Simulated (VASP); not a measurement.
# Re (P6/mmm) in VASP: further runs

Re is run at these levels: PBE; tasks: single point.

All numbers are computed with VASP 6.6.1; they aren't measurements. Logs are shortened: lines on timing, memory, paths and dates and some standing lists are left out, and cuts for length are marked.

**1. The cell of the first run**

The structure is hexagonal, space group P6/mmm (No. 191). Conventional cell: a = 2.614 Å, b = 2.614 Å, c = 2.346 Å, α = 90.00°, β = 90.00°, γ = 120.00°. Re (site symmetry 6/mmm) has 8 Re at 2.35 to 2.61 Å within 3.1 Å.

**2. Single point, PBE**

INCAR reads:

```
SYSTEM = Re
PREC = Accurate
ENCUT = 520
EDIFF = 1E-6
ISMEAR = -1
SIGMA = 0.08
LREAL = .FALSE.
LASPH = .TRUE.
NELM = 80
ALGO = Normal
ISIF = 2
LWAVE = .FALSE.
LCHARG = .TRUE.
GGA = PE
LELF = .TRUE.
LVHAR = .TRUE.
NBANDS = 10
```

KPOINTS reads:

```
regular mesh
0
G
  16 16 15
  0 0 0
```

POSCAR reads:

```
Re
1.0
    2.6143728832      0.0000000000      0.0000000000
   -1.3071864416      2.2641133319      0.0000000000
    0.0000000000      0.0000000000      2.3463525083
Re
1
Direct
    0.0000000000      0.0000000000      0.0000000000
```

Potentials or basis: VASP PAW PBE potentials, release 64 (Re).

The run is started by

```console
$ cat potpaw_PBE.64/Re/POTCAR > POTCAR
$ mpirun -np 1 vasp_std > vasp.out
```

OUTCAR:

```text
SYSTEM = Re
   PREC = Accurate
   ENCUT = 520
   EDIFF = 1E-6
   ISMEAR = -1
   LREAL = .FALSE.
   LASPH = .TRUE.
   NELM = 80
   ISIF = 2
   GGA = PE

 ion  position               nearest neighbor table
   1  0.000  0.000  0.000-

  LATTYP: Found a hexagonal cell.
 ALAT       =     2.6143728832
 C/A-ratio  =     0.8974819634

  Lattice vectors:

 A1 = (   2.6143728832,   0.0000000000,   0.0000000000)
 A2 = (  -1.3071864416,   2.2641133319,   0.0000000000)
 A3 = (   0.0000000000,   0.0000000000,   2.3463525083)

Analysis of symmetry for initial positions (statically):
=====================================================================
 Subroutine PRICEL returns:
 Original cell was already a primitive cell.

 Routine SETGRP: Setting up the symmetry group for a
 hexagonal supercell.

 Subroutine GETGRP returns: Found 24 space group operations
 (whereof 24 operations were pure point group operations)
 out of a pool of 24 trial point group operations.

The static configuration has the point symmetry D_6h.

Analysis of symmetry for dynamics (positions and initial velocities):
=====================================================================
 Subroutine PRICEL returns:
 Original cell was already a primitive cell.

 Routine SETGRP: Setting up the symmetry group for a
 hexagonal supercell.

 Subroutine GETGRP returns: Found 24 space group operations
 (whereof 24 operations were pure point group operations)
 out of a pool of 24 trial point group operations.

The dynamic configuration has the point symmetry D_6h.

 Subroutine INISYM returns: Found 24 space group operations
 (whereof 24 operations are pure point group operations),
 and found     1 'primitive' translations

----------------------------------------------------------------------------------------

                                     Primitive cell

  volume of cell :      13.8886

  direct lattice vectors                    reciprocal lattice vectors
     2.614372883  0.000000000  0.000000000     0.382500907  0.220837002  0.000000000
    -1.307186442  2.264113332  0.000000000     0.000000000  0.441674004  0.000000000
     0.000000000  0.000000000  2.346352508     0.000000000  0.000000000  0.426193420

  length of vectors
     2.614372883  2.614372883  2.346352508     0.441674004  0.441674004  0.426193420

[... 80 lines left out ...]
   EDIFFG = 0.1E-04   stopping-criterion for IOM
   NSW    =      0    number of steps for IOM
   IBRION =     -1    ionic relax: 0-MD 1-quasi-New 2-CG
   NFREE  =      0    steps in history (QN), initial steepest desc. (CG)
   ISIF   =      2    stress and relaxation
   ISYM   =      2    0-nonsym 1-usesym 2-fastsym
   POTIM  = 0.5000    time-step for ionic-motion
   TEBEG  =    0.0;   TEEND  =   0.0 temperature during run
   PSTRESS=    0.0 pullay stress
   NELECT =       7.0000    total number of electrons
   NUPDOWN=      -1.0000    fix difference up-down
   EMIN   =  10.00;   EMAX   =-10.00  energy-range for DOS
   EFERMI =   0.00;   METHOD = LEGACY
   ISMEAR =    -1;   SIGMA  =   0.08  broadening in eV -4-tet -1-fermi 0-gaus
   EFERMI_NEDOS =   21; number of points for ismear=-14 and -15
   IALGO  =     38    algorithm
   IMIX   =      4    mixing-type and parameters
     AMIX     =   0.40;   BMIX     =  1.00
     AMIX_MAG =   1.60;   BMIX_MAG =  1.00
  volume/ion in A,a.u.               =      13.89        93.73
  Fermi-wavevector in a.u.,A,eV,Ry     =   1.302830  2.461992 23.094078  1.697367
  Thomas-Fermi vector in A             =   2.433873
   LORBIT       =      0    0 simple, 1 ext, 2 COOP (PROOUT), +10 PAW based schemes
   GGA     = PE    functional components
   LHFCALC =     F    Hartree Fock is set to
   AEXX    =    0.0000 exact exchange contribution
   IVDW    =     0    specifies the selected vdW correction
   LEPSILON=     F    determine dielectric tensor
   LRPA    =     F    only Hartree local field effects (RPA)
 non-spin polarized calculation
  energy-cutoff  :      520.00
  volume of cell :       13.89
 maximum number of plane-waves:       387
 NGX is ok and might be reduce to    20
   NGX =  9   NGY =  9   NGZ =  9

 number of electron       7.0000000 magnetization

 Free energy of the ion-electron system (eV)
  ---------------------------------------------------
  ext. energy  EPLUGINS =         0.00000000
  ---------------------------------------------------
  free energy    TOTEN  =       -10.97872955 eV

  energy without entropy =      -10.95498402  energy(sigma->0) =      -10.96685679

 E-fermi :   9.2796     XC(G=0): -13.9441

 val. band max:        9.2626187771   @ k =   0.3750   0.1875   0.2000
 cond. band min:       9.2824486540   @ k =   0.4375   0.1250   0.2667
 fundamental gap:      0.0198298769
 Fermi energy:         9.2795507946

 k-point     1 :       0.0000    0.0000    0.0000
  band No.  band energies     occupation
      1      -1.4997      2.00000
      2       2.3597      2.00000
      3       6.8631      2.00000
      4       6.8631      2.00000
      5      14.1918      0.00000
      6      14.1918      0.00000
      7      22.6782      0.00000
      8      27.4619      0.00000
      9      31.6564      0.00000
     10      31.6564      0.00000
[... 287 lines left out ...]
 k-point    24 :       0.2500    0.1875    0.0000
  band No.  band energies     occupation
      1       2.5394      2.00000
      2       3.9784      2.00000
      3       5.2051      2.00000
      4      10.9148      0.00000
      5      12.8071      0.00000
      6      13.3565      0.00000
      7      20.3830      0.00000
      8      22.9747      0.00000
      9      30.5593      0.00000
     10      35.4099      0.00000

 [... further k-points ...]

------------------------ aborting loop because EDIFF is reached ----------------------------------------

  FORCE on cell =-STRESS in cart. coord.  units (eV):
  Direction    XX          YY          ZZ          XY          YZ          ZX
  --------------------------------------------------------------------------------------
  -------------------------------------------------------------------------------------
  Total        5.7557608      5.7557608      5.2305783      0.0000000      0.0000000      0.0000000
  in kB      663.9790311    663.9790311    603.3944888      0.0000000      0.0000000      0.0000000
  external PRESSURE =     643.7841837 kB  Pullay stress =       0.0000000 kB

 VOLUME and BASIS-vectors are now :
 -----------------------------------------------------------------------------
  energy-cutoff  :      520.00
  volume of cell :       13.89
      direct lattice vectors                 reciprocal lattice vectors
     2.614372883  0.000000000  0.000000000     0.382500907  0.220837002  0.000000000
    -1.307186442  2.264113332  0.000000000     0.000000000  0.441674004  0.000000000
     0.000000000  0.000000000  2.346352508     0.000000000  0.000000000  0.426193420

 POSITION                                       TOTAL-FORCE (eV/Angst)
 -----------------------------------------------------------------------------------
      0.00000      0.00000      0.00000         0.000000      0.000000      0.000000
 -----------------------------------------------------------------------------------
    total drift:                               -0.000000      0.000000      0.000000

  FREE ENERGIE OF THE ION-ELECTRON SYSTEM (eV)
  ---------------------------------------------------
  free  energy   TOTEN  =       -10.9787295466 eV

  energy  without entropy=      -10.9549840244  energy(sigma->0) =      -10.96685679
```

OSZICAR:

```text
N       E                     dE             d eps       ncg     rms          rms(c)
DAV:   1     0.776987256987E+01    0.77699E+01   -0.34774E+03  7558   0.784E+02
DAV:   2    -0.109454896838E+02   -0.18715E+02   -0.17318E+02  7450   0.172E+02
DAV:   3    -0.113964890883E+02   -0.45100E+00   -0.43626E+00  7842   0.445E+01
DAV:   4    -0.113993238319E+02   -0.28347E-02   -0.28327E-02  7696   0.169E+00
DAV:   5    -0.113993305729E+02   -0.67410E-05   -0.67403E-05  6958   0.402E-02    0.345E+01
DAV:   6    -0.111070126611E+02    0.29232E+00   -0.17837E-01  7650   0.949E+00    0.176E+01
DAV:   7    -0.109814751964E+02    0.12554E+00   -0.19186E-01  7714   0.936E+00    0.421E-01
DAV:   8    -0.109788401820E+02    0.26350E-02   -0.19793E-03  6330   0.734E-01    0.190E-01
DAV:   9    -0.109787231828E+02    0.11700E-03   -0.14121E-04  6588   0.143E-01    0.211E-02
DAV:  10    -0.109787313984E+02   -0.82156E-05   -0.15779E-05  7450   0.433E-02    0.634E-03
DAV:  11    -0.109787295095E+02    0.18889E-05   -0.47765E-07  3676   0.192E-02    0.205E-03
DAV:  12    -0.109787295466E+02   -0.37050E-07   -0.88992E-08  3316   0.257E-03
   1 F= -.10978730E+02 E0= -.10966857E+02  d E =-.237455E-01
```

Wall time 26 s (1 thread of Intel Xeon Platinum 8259CL at 2.50GHz (Skylake/Cascade Lake), shared host); peak memory 0.15 GiB.

Results:

| Property | Result |
| --- | --- |
| Free energy | -10.9787 eV |
| Pressure | 64.4 GPa |

Caveat: spin-orbit coupling is left out, which moves the levels of the heavy elements.

**3. Single point, PBE**

This run uses another cell than the first one, of 15.52 Å³/atom, 1.118 times its volume.

INCAR reads:

```
PREC = Accurate
ENCUT = 520
EDIFF = 1E-6
ISMEAR = -1
SIGMA = 0.08
LREAL = False
LASPH = True
NELM = 100
ALGO = Normal
ISIF = 2
LWAVE = False
LCHARG = False
GGA = PE
NBANDS = 10
```

KPOINTS reads:

```
regular mesh
0
Gamma
  16 16 15
```

POSCAR reads:

```
Re
1.0
    2.7153194587      0.0000000000      0.0000000000
   -1.3576597294      2.3515356307      0.0000000000
    0.0000000000      0.0000000000      2.4310345775
Re
1
Direct
    0.0000000000      0.0000000000      0.0000000000
```

Potentials or basis: VASP PAW PBE potentials, release 64 (Re).

The run is started by

```console
$ cat potpaw_PBE.64/Re/POTCAR > POTCAR
$ mpirun -np 1 vasp_std > vasp.out
```

OUTCAR:

```text
PREC = Accurate
   ENCUT = 520
   EDIFF = 1E-6
   ISMEAR = -1
   LREAL = False
   LASPH = True
   NELM = 100
   ISIF = 2
   GGA = PE

 ion  position               nearest neighbor table
   1  0.000  0.000  0.000-

  LATTYP: Found a hexagonal cell.
 ALAT       =     2.7153194587
 C/A-ratio  =     0.8953033389

  Lattice vectors:

 A1 = (   2.7153194587,   0.0000000000,   0.0000000000)
 A2 = (  -1.3576597294,   2.3515356307,   0.0000000000)
 A3 = (   0.0000000000,   0.0000000000,   2.4310345775)

Analysis of symmetry for initial positions (statically):
=====================================================================
 Subroutine PRICEL returns:
 Original cell was already a primitive cell.

 Routine SETGRP: Setting up the symmetry group for a
 hexagonal supercell.

 Subroutine GETGRP returns: Found 24 space group operations
 (whereof 24 operations were pure point group operations)
 out of a pool of 24 trial point group operations.

The static configuration has the point symmetry D_6h.

Analysis of symmetry for dynamics (positions and initial velocities):
=====================================================================
 Subroutine PRICEL returns:
 Original cell was already a primitive cell.

 Routine SETGRP: Setting up the symmetry group for a
 hexagonal supercell.

 Subroutine GETGRP returns: Found 24 space group operations
 (whereof 24 operations were pure point group operations)
 out of a pool of 24 trial point group operations.

The dynamic configuration has the point symmetry D_6h.

 Subroutine INISYM returns: Found 24 space group operations
 (whereof 24 operations are pure point group operations),
[... 104 lines left out ...]
   PSTRESS=    0.0 pullay stress
   NELECT =       7.0000    total number of electrons
   NUPDOWN=      -1.0000    fix difference up-down
   EMIN   =  10.00;   EMAX   =-10.00  energy-range for DOS
   EFERMI =   0.00;   METHOD = LEGACY
   ISMEAR =    -1;   SIGMA  =   0.08  broadening in eV -4-tet -1-fermi 0-gaus
   EFERMI_NEDOS =   21; number of points for ismear=-14 and -15
   IALGO  =     38    algorithm
   IMIX   =      4    mixing-type and parameters
     AMIX     =   0.40;   BMIX     =  1.00
     AMIX_MAG =   1.60;   BMIX_MAG =  1.00
  volume/ion in A,a.u.               =      15.52       104.75
  Fermi-wavevector in a.u.,A,eV,Ry     =   1.255412  2.372385 21.443591  1.576059
  Thomas-Fermi vector in A             =   2.389170
   LORBIT       =      0    0 simple, 1 ext, 2 COOP (PROOUT), +10 PAW based schemes
   GGA     = PE    functional components
   LHFCALC =     F    Hartree Fock is set to
   AEXX    =    0.0000 exact exchange contribution
   IVDW    =     0    specifies the selected vdW correction
   LEPSILON=     F    determine dielectric tensor
   LRPA    =     F    only Hartree local field effects (RPA)
 non-spin polarized calculation
  energy-cutoff  :      520.00
  volume of cell :       15.52
 maximum number of plane-waves:       427
   NGX = 11   NGY = 11   NGZ =  9

 number of electron       7.0000000 magnetization

 Free energy of the ion-electron system (eV)
  ---------------------------------------------------
  ext. energy  EPLUGINS =         0.00000000
  ---------------------------------------------------
  free energy    TOTEN  =       -11.36482331 eV

  energy without entropy =      -11.33809707  energy(sigma->0) =      -11.35146019

 E-fermi :   7.7909     XC(G=0): -13.3311

 val. band max:        7.7900842333   @ k =   0.1875   0.0625   0.2000
 cond. band min:       7.7935857345   @ k =   0.4375  -0.0000   0.2667
 fundamental gap:      0.0035015011
 Fermi energy:         7.7909205202

 k-point     1 :       0.0000    0.0000    0.0000
  band No.  band energies     occupation
      1      -2.1337      2.00000
      2       1.8105      2.00000
      3       5.7856      2.00000
      4       5.7856      2.00000
      5      11.9905      0.00000
      6      11.9905      0.00000
      7      21.1701      0.00000
      8      25.0088      0.00000
      9      28.6167      0.00000
     10      28.6167      0.00000
[... 287 lines left out ...]
 k-point    24 :       0.2500    0.1875    0.0000
  band No.  band energies     occupation
      1       1.6279      2.00000
      2       3.2210      2.00000
      3       4.1742      2.00000
      4       9.3228      0.00000
      5      10.8745      0.00000
      6      11.3465      0.00000
      7      17.7278      0.00000
      8      20.4425      0.00000
      9      28.1684      0.00000
     10      32.4226      0.00000

 [... further k-points ...]
[... 5 lines left out ...]
  --------------------------------------------------------------------------------------
  -------------------------------------------------------------------------------------
  Total        1.5957303      1.5957303      1.2805932     -0.0000000      0.0000000      0.0000000
  in kB      164.7048731    164.7048731    132.1776851     -0.0000000      0.0000000      0.0000000
  external PRESSURE =     153.8624771 kB  Pullay stress =       0.0000000 kB

 VOLUME and BASIS-vectors are now :
 -----------------------------------------------------------------------------
  energy-cutoff  :      520.00
  volume of cell :       15.52
      direct lattice vectors                 reciprocal lattice vectors
     2.715319459  0.000000000  0.000000000     0.368280792  0.212627014  0.000000000
    -1.357659729  2.351535631  0.000000000     0.000000000  0.425254028  0.000000000
     0.000000000  0.000000000  2.431034578     0.000000000  0.000000000  0.411347502

 POSITION                                       TOTAL-FORCE (eV/Angst)
 -----------------------------------------------------------------------------------
      0.00000      0.00000      0.00000         0.000000      0.000000      0.000000
 -----------------------------------------------------------------------------------
    total drift:                                0.000000      0.000000     -0.000000

  FREE ENERGIE OF THE ION-ELECTRON SYSTEM (eV)
  ---------------------------------------------------
  free  energy   TOTEN  =       -11.3648233150 eV

  energy  without entropy=      -11.3380970697  energy(sigma->0) =      -11.35146019
```

stdout:

```text
POSCAR found type information on POSCAR Re
 POSCAR found :  1 types and       1 ions
 scaLAPACK will be used
 LDA part: xc-table for (Slater+PW92), standard interpolation
 POSCAR, INCAR and KPOINTS ok, starting setup
 FFT: planning ... GRIDC
 FFT: planning ... GRID_SOFT
 FFT: planning ... GRID
 WAVECAR not read
 entering main loop
```

Wall time 28 s (1 thread of Intel Xeon Platinum 8259CL at 2.50GHz (Skylake/Cascade Lake), shared host); peak memory 0.15 GiB.

What came out:

```
Free energy : -11.3648 eV
Pressure    : 15.4 GPa
```

Stress tensor (GPa, compression positive):
```
16.47  0.00  0.00
 0.00 16.47  0.00
 0.00  0.00 13.22
```

Caveat: spin-orbit coupling is left out, which moves the levels of the heavy elements.
